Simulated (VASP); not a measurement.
NaCl, 2 atoms in the cell. Symmetry: Fm-3m, No. 225, cubic system. The conventional cell has a = 5.117 Å, b = 5.117 Å, c = 5.117 Å, α = 90.00°, β = 90.00°, γ = 90.00°. Within 3.4 Å of Na (site symmetry m-3m) lie 6 Cl at 2.56 Å. Within 3.4 Å of Cl (site symmetry m-3m) lie 6 Na at 2.56 Å.  This cell differs from its parent crystal: volume scaled by 0.760.

| Quantity | Value |
| --- | --- |
| Program | VASP 6.6.1 |
| Task | single point |
| Functional | r2SCAN |
| Potentials or basis | VASP PAW PBE potentials, release 64 (Na_pv, Cl) |
| Cutoff | 520 eV |
| k mesh | 8 × 8 × 8 |
| Occupations | gaussian, width 0.05 eV |
| Spin | no spin polarisation |
| Dipole correction | no |
| Further INCAR settings | ALGO = Normal; EDIFF = 1e-06; NBANDS = 14 |

Potentials or basis: VASP PAW PBE potentials, release 64 (Na_pv, Cl).

The run is started by

```console
$ cat potpaw_PBE.64/Na_pv/POTCAR potpaw_PBE.64/Cl/POTCAR > POTCAR
$ cp INCAR.step1 INCAR
$ mpirun -np 1 vasp_std > vasp.out
$ cp INCAR.step2 INCAR
$ mpirun -np 1 vasp_std > vasp.out
```

Hardware: 1 thread of Intel(R) Xeon(R) 6975P-C (Granite Rapids) (shared host).

Problem. Estimate the wall time of this run.

Solution. Wall time 28 s on 1 thread of Intel(R) Xeon(R) 6975P-C (Granite Rapids), on a shared host, peak memory 0.16 GiB. Counts: k points 29.
